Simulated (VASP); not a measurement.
# Se (P4/mmm) in VASP: further runs

Se is run at these levels: PBE; tasks: single point.

Program: VASP 6.6.1. These are calculated values, not measurements. Logs are shortened: lines on timing, memory, paths and dates and some standing lists are left out, and cuts for length are marked.

## 1. The cell of the first run

The structure is tetragonal, space group P4/mmm (No. 123). The conventional cell has a = 3.094 Å, b = 3.094 Å, c = 2.501 Å, α = 90.00°, β = 90.00°, γ = 90.00°. Se (site symmetry 4/mmm) has 6 Se at 2.50 to 3.09 Å within 3.3 Å.

The cell was built from a structure type or drawn by symmetry, and may not be a known phase.

## 2. Single point, PBE

The input, INCAR:

```
  PREC = Accurate
  ENCUT = 520
  EDIFF = 1E-6
  ISMEAR = 0
  SIGMA = 0.1
  LREAL = F
  LASPH = T
  NELM = 60
  ALGO = Normal
  ISIF = 2
  LWAVE = F
  LCHARG = T
  GGA = PE
  LELF = T
  LVHAR = T
  NBANDS = 9
```

The input, KPOINTS:

```
regular mesh
0
Gamma
  6 6 6
```

The input, POSCAR:

```
Se
1.0
    3.0939120271      0.0000000000      0.0000000000
    0.0000000000      3.0939120271      0.0000000000
    0.0000000000      0.0000000000      2.5011780091
Se
1
Direct
    0.0000000000      0.0000000000      0.0000000000
```

Potentials or basis: VASP PAW PBE potentials, release 64 (Se).

Started as:

```bash
$ cat potpaw_PBE.64/Se/POTCAR > POTCAR
$ mpirun -np 1 vasp_std > vasp.out
```

OUTCAR:

```text
PREC = Accurate
   ENCUT = 520
   EDIFF = 1E-6
   ISMEAR = 0
   LREAL = F
   LASPH = T
   NELM = 60
   ISIF = 2
   GGA = PE

 ion  position               nearest neighbor table
   1  0.000  0.000  0.000-

  LATTYP: Found a simple tetragonal cell.
 ALAT       =     3.0939120271
 C/A-ratio  =     0.8084192398

  Lattice vectors:

 A1 = (   3.0939120271,   0.0000000000,   0.0000000000)
 A2 = (   0.0000000000,   3.0939120271,   0.0000000000)
 A3 = (   0.0000000000,   0.0000000000,   2.5011780091)

Analysis of symmetry for initial positions (statically):
=====================================================================
 Subroutine PRICEL returns:
 Original cell was already a primitive cell.

 Routine SETGRP: Setting up the symmetry group for a
 simple tetragonal supercell.

 Subroutine GETGRP returns: Found 16 space group operations
 (whereof 16 operations were pure point group operations)
 out of a pool of 16 trial point group operations.

The static configuration has the point symmetry D_4h.

Analysis of symmetry for dynamics (positions and initial velocities):
=====================================================================
 Subroutine PRICEL returns:
 Original cell was already a primitive cell.

 Routine SETGRP: Setting up the symmetry group for a
 simple tetragonal supercell.

 Subroutine GETGRP returns: Found 16 space group operations
 (whereof 16 operations were pure point group operations)
 out of a pool of 16 trial point group operations.

The dynamic configuration has the point symmetry D_4h.

 Subroutine INISYM returns: Found 16 space group operations
 (whereof 16 operations are pure point group operations),
 and found     1 'primitive' translations

----------------------------------------------------------------------------------------

                                     Primitive cell

  volume of cell :      23.9420

  direct lattice vectors                    reciprocal lattice vectors
     3.093912027  0.000000000  0.000000000     0.323215396  0.000000000  0.000000000
     0.000000000  3.093912027  0.000000000     0.000000000  0.323215396  0.000000000
     0.000000000  0.000000000  2.501178009     0.000000000  0.000000000  0.399811607

  length of vectors
     3.093912027  3.093912027  2.501178009     0.323215396  0.323215396  0.399811607

  position of ions in fractional coordinates (direct lattice)
     0.000000000  0.000000000  0.000000000

  ion indices of the primitive-cell ions
   primitive index   ion index
                 1           1

[... 71 lines left out ...]
   EDIFF  = 0.1E-05   stopping-criterion for ELM
   LREAL  =      F    real-space projection
   EDIFFG = 0.1E-04   stopping-criterion for IOM
   NSW    =      0    number of steps for IOM
   IBRION =     -1    ionic relax: 0-MD 1-quasi-New 2-CG
   NFREE  =      0    steps in history (QN), initial steepest desc. (CG)
   ISIF   =      2    stress and relaxation
   ISYM   =      2    0-nonsym 1-usesym 2-fastsym
   POTIM  = 0.5000    time-step for ionic-motion
   TEBEG  =    0.0;   TEEND  =   0.0 temperature during run
   PSTRESS=    0.0 pullay stress
   NELECT =       6.0000    total number of electrons
   NUPDOWN=      -1.0000    fix difference up-down
   EMIN   =  10.00;   EMAX   =-10.00  energy-range for DOS
   EFERMI =   0.00;   METHOD = LEGACY
   ISMEAR =     0;   SIGMA  =   0.10  broadening in eV -4-tet -1-fermi 0-gaus
   EFERMI_NEDOS =   21; number of points for ismear=-14 and -15
   IALGO  =     38    algorithm
   IMIX   =      4    mixing-type and parameters
     AMIX     =   0.40;   BMIX     =  1.00
     AMIX_MAG =   1.60;   BMIX_MAG =  1.00
  volume/ion in A,a.u.               =      23.94       161.57
  Fermi-wavevector in a.u.,A,eV,Ry     =   1.032140  1.950461 14.494450  1.065312
  Thomas-Fermi vector in A             =   2.166322
   LORBIT       =      0    0 simple, 1 ext, 2 COOP (PROOUT), +10 PAW based schemes
   GGA     = PE    functional components
   LHFCALC =     F    Hartree Fock is set to
   AEXX    =    0.0000 exact exchange contribution
   IVDW    =     0    specifies the selected vdW correction
   LEPSILON=     F    determine dielectric tensor
   LRPA    =     F    only Hartree local field effects (RPA)
 non-spin polarized calculation
 Gauss-broadening in eV      SIGMA  =   0.10
  energy-cutoff  :      520.00
  volume of cell :       23.94
 maximum number of plane-waves:       664
 NGX is ok and might be reduce to    24
   NGX = 11   NGY = 11   NGZ =  9

 number of electron       6.0000001 magnetization

 Free energy of the ion-electron system (eV)
  ---------------------------------------------------
  ext. energy  EPLUGINS =         0.00000000
  ---------------------------------------------------
  free energy    TOTEN  =        -3.26988681 eV

  energy without entropy =       -3.26683794  energy(sigma->0) =       -3.26836238

 E-fermi :   4.0612     XC(G=0):  -9.5914

 val. band max:        3.9905844956   @ k =   0.0000   0.0000   0.1667
 cond. band min:       4.0774042639   @ k =   0.3333   0.0000   0.0000
 fundamental gap:      0.0868197683
 Fermi energy:         4.0612031916

 k-point     1 :       0.0000    0.0000    0.0000
  band No.  band energies     occupation
      1     -12.0272      2.00000
      2       3.4601      2.00000
      3       3.4601      2.00000
      4       9.3502      0.00000
      5       9.3659      0.00000
      6      10.7423      0.00000
      7      15.9098      0.00000
      8      22.2488      0.00000
      9      24.7452      0.00000
[... 265 lines left out ...]
 k-point    24 :       0.5000    0.0000    0.3333
  band No.  band energies     occupation
      1      -8.5329      2.00000
      2      -0.1542      2.00000
      3       0.4484      2.00000
      4       6.1373      0.00000
      5      10.1217      0.00000
      6      14.6636      0.00000
      7      17.7996      0.00000
      8      18.6453      0.00000
      9      18.7114      0.00000

 [... further k-points ...]
[... 5 lines left out ...]
  --------------------------------------------------------------------------------------
  -------------------------------------------------------------------------------------
  Total        0.0146510      0.0146510      0.0305998      0.0000000     -0.0000000      0.0000000
  in kB        0.9804327      0.9804327      2.0477093      0.0000000     -0.0000000      0.0000000
  external PRESSURE =       1.3361915 kB  Pullay stress =       0.0000000 kB

 VOLUME and BASIS-vectors are now :
 -----------------------------------------------------------------------------
  energy-cutoff  :      520.00
  volume of cell :       23.94
      direct lattice vectors                 reciprocal lattice vectors
     3.093912027  0.000000000  0.000000000     0.323215396  0.000000000  0.000000000
     0.000000000  3.093912027  0.000000000     0.000000000  0.323215396  0.000000000
     0.000000000  0.000000000  2.501178009     0.000000000  0.000000000  0.399811607

 POSITION                                       TOTAL-FORCE (eV/Angst)
 -----------------------------------------------------------------------------------
      0.00000      0.00000      0.00000         0.000000      0.000000      0.000000
 -----------------------------------------------------------------------------------
    total drift:                                0.000000      0.000000      0.000000

  FREE ENERGIE OF THE ION-ELECTRON SYSTEM (eV)
  ---------------------------------------------------
  free  energy   TOTEN  =        -3.2698868123 eV

  energy  without entropy=       -3.2668379391  energy(sigma->0) =       -3.26836238
```

OSZICAR:

```text
N       E                     dE             d eps       ncg     rms          rms(c)
DAV:   1     0.103485541229E+02    0.10349E+02   -0.28685E+03   728   0.563E+02
DAV:   2    -0.293742413568E+01   -0.13286E+02   -0.12539E+02   970   0.767E+01
DAV:   3    -0.327516884819E+01   -0.33774E+00   -0.33561E+00   828   0.114E+01
DAV:   4    -0.327590680950E+01   -0.73796E-03   -0.73793E-03  1021   0.637E-01
DAV:   5    -0.327590761153E+01   -0.80203E-06   -0.80187E-06   885   0.152E-02    0.338E+00
DAV:   6    -0.327083974021E+01    0.50679E-02   -0.63196E-03   787   0.425E-01    0.203E+00
DAV:   7    -0.326984794395E+01    0.99180E-03   -0.12051E-02   791   0.607E-01    0.613E-02
DAV:   8    -0.326987513127E+01   -0.27187E-04   -0.59793E-04   804   0.154E-01    0.153E-02
DAV:   9    -0.326988413645E+01   -0.90052E-05   -0.92433E-06   924   0.218E-02    0.843E-03
DAV:  10    -0.326988680879E+01   -0.26723E-05   -0.33883E-06   769   0.108E-02    0.250E-03
DAV:  11    -0.326988681233E+01   -0.35358E-08   -0.16785E-07   659   0.258E-03
   1 F= -.32698868E+01 E0= -.32683624E+01  d E =-.304887E-02
```

Wall time 3.7 s (1 thread of AMD EPYC 9R45 (Zen 5), shared host); peak memory 0.1 GiB.

What came out:

| Property | Result |
| --- | --- |
| Free energy | -3.2699 eV |
| Pressure | 0.1 GPa |
| Band gap on the k mesh | zero (bands 3 and 4 overlap by 4.94 eV) |

Caveat: the k points lie up to 0.42 Å⁻¹ apart, too coarse for converged energies and pressures of a metal.

## 3. Single point, PBE

This run uses another cell than the first one, of 32.05 Å³/atom.

The input, INCAR:

```
PREC = Accurate ; ENCUT = 520
EDIFF = 1E-6 ; ISMEAR = 0
SIGMA = 0.1 ; LREAL = False
LASPH = True ; NELM = 80
ALGO = Normal ; ISIF = 2
LWAVE = False ; LCHARG = False
GGA = PE ; NBANDS = 9
```

The input, KPOINTS:

```
Automatic mesh
0
Gamma
  6 6 6
```

The input, POSCAR:

```
Se
1.0
    3.5344971600      0.0000000000      0.0000000000
    0.0000000000      3.5344971600      0.0000000000
    0.0000000000      0.0000000000      2.5651275100
Se
1
Direct
    0.0000000000      0.0000000000      0.0000000000
```

Potentials or basis: VASP PAW PBE potentials, release 64 (Se).

Started as:

```bash
$ cat potpaw_PBE.64/Se/POTCAR > POTCAR
$ mpirun -np 1 vasp_std > vasp.out
```

OUTCAR:

```text
PREC = Accurate
   ENCUT = 520
   EDIFF = 1E-6
   ISMEAR = 0
   LREAL = False
   LASPH = True
   NELM = 80
   ISIF = 2
   GGA = PE

 ion  position               nearest neighbor table
   1  0.000  0.000  0.000-

  LATTYP: Found a simple tetragonal cell.
 ALAT       =     3.5344971600
 C/A-ratio  =     0.7257404360

  Lattice vectors:

 A1 = (   3.5344971600,   0.0000000000,   0.0000000000)
 A2 = (   0.0000000000,   3.5344971600,   0.0000000000)
 A3 = (   0.0000000000,   0.0000000000,   2.5651275100)
[... 458 lines left out ...]
  band No.  band energies     occupation
      1     -10.6988      2.00000
      2      -1.7875      2.00000
      3      -1.1543      2.00000
      4       2.1579      0.00000
      5       8.5569      0.00000
      6      10.7120      0.00000
      7      13.8752      0.00000
      8      14.1287      0.00000
      9      14.3477      0.00000

 [... further k-points ...]
[... 5 lines left out ...]
  --------------------------------------------------------------------------------------
  -------------------------------------------------------------------------------------
  Total       -0.5809517     -0.5809517     -2.3642619      0.0000000      0.0000000      0.0000000
  in kB      -29.0460029    -29.0460029   -118.2066556      0.0000000      0.0000000      0.0000000
  external PRESSURE =     -58.7662204 kB  Pullay stress =       0.0000000 kB

 VOLUME and BASIS-vectors are now :
 -----------------------------------------------------------------------------
  energy-cutoff  :      520.00
  volume of cell :       32.05
      direct lattice vectors                 reciprocal lattice vectors
     3.534497160  0.000000000  0.000000000     0.282925676  0.000000000  0.000000000
     0.000000000  3.534497160  0.000000000     0.000000000  0.282925676  0.000000000
     0.000000000  0.000000000  2.565127510     0.000000000  0.000000000  0.389844168

 POSITION                                       TOTAL-FORCE (eV/Angst)
 -----------------------------------------------------------------------------------
      0.00000      0.00000      0.00000         0.000000      0.000000      0.000000
 -----------------------------------------------------------------------------------
    total drift:                               -0.000000     -0.000000      0.000000

  FREE ENERGIE OF THE ION-ELECTRON SYSTEM (eV)
  ---------------------------------------------------
  free  energy   TOTEN  =        -3.0936544739 eV

  energy  without entropy=       -3.0858848243  energy(sigma->0) =       -3.08976965
```

OSZICAR:

```text
N       E                     dE             d eps       ncg     rms          rms(c)
DAV:   1     0.119838185762E+02    0.11984E+02   -0.26167E+03   720   0.539E+02
DAV:   2    -0.267447183622E+01   -0.14658E+02   -0.14240E+02  1003   0.781E+01
DAV:   3    -0.309998780404E+01   -0.42552E+00   -0.42434E+00   842   0.128E+01
DAV:   4    -0.310137175416E+01   -0.13840E-02   -0.13838E-02  1022   0.890E-01
DAV:   5    -0.310137423048E+01   -0.24763E-05   -0.24762E-05   835   0.282E-02    0.225E+00
DAV:   6    -0.309506279806E+01    0.63114E-02   -0.84493E-03   822   0.439E-01    0.133E+00
DAV:   7    -0.309362642379E+01    0.14364E-02   -0.13221E-02   810   0.574E-01    0.708E-02
DAV:   8    -0.309364211304E+01   -0.15689E-04   -0.45621E-04   793   0.122E-01    0.195E-02
DAV:   9    -0.309365262000E+01   -0.10507E-04   -0.11683E-05   820   0.230E-02    0.560E-03
DAV:  10    -0.309365441471E+01   -0.17947E-05   -0.20492E-06   784   0.776E-03    0.310E-03
DAV:  11    -0.309365447394E+01   -0.59222E-07   -0.29221E-07   761   0.292E-03
   1 F= -.30936545E+01 E0= -.30897696E+01  d E =-.776965E-02
```

Run time: 4.6 s. Hardware: 1 thread of AMD EPYC 9R45 (Zen 5), shared host; peak memory 0.11 GiB.

Results:

```
Free energy            : -3.0937 eV
Pressure               : -5.9 GPa
Band gap on the k mesh : zero (bands 3 and 4 overlap by 3.22 eV)
```

Stress tensor (GPa, compression positive):
```
 -2.90   0.00   0.00
  0.00  -2.90   0.00
  0.00   0.00 -11.82
```

Levels at points of the mesh, in eV from the Fermi level:
```csv
k point,band 1,band 2,band 3,band 4,band 5,band 6,band 7,band 8
"(0.00, 0.00, 0.00)",-14.21,-0.86,-0.86,4.91,5.87,7.16,12.76,15.37
"(0.50, 0.00, 0.00)",-13.75,-4.08,-0.46,6.13,7.38,10.35,10.71,13.48
"(0.50, 0.50, 0.00)",-13.32,-3.39,-3.39,4.63,6.37,13.82,16.26,16.26
"(0.00, 0.00, 0.50)",-10.63,-5.76,1.77,1.77,10.29,10.41,10.41,10.53
"(0.50, 0.00, 0.50)",-10.18,-5.33,-0.89,2.08,5.40,11.20,12.08,13.71
"(0.50, 0.50, 0.50)",-9.75,-4.94,-0.37,-0.37,6.64,6.64,9.27,11.40
```

Caveat: the k points lie up to 0.41 Å⁻¹ apart, too coarse for converged energies and pressures of a metal.
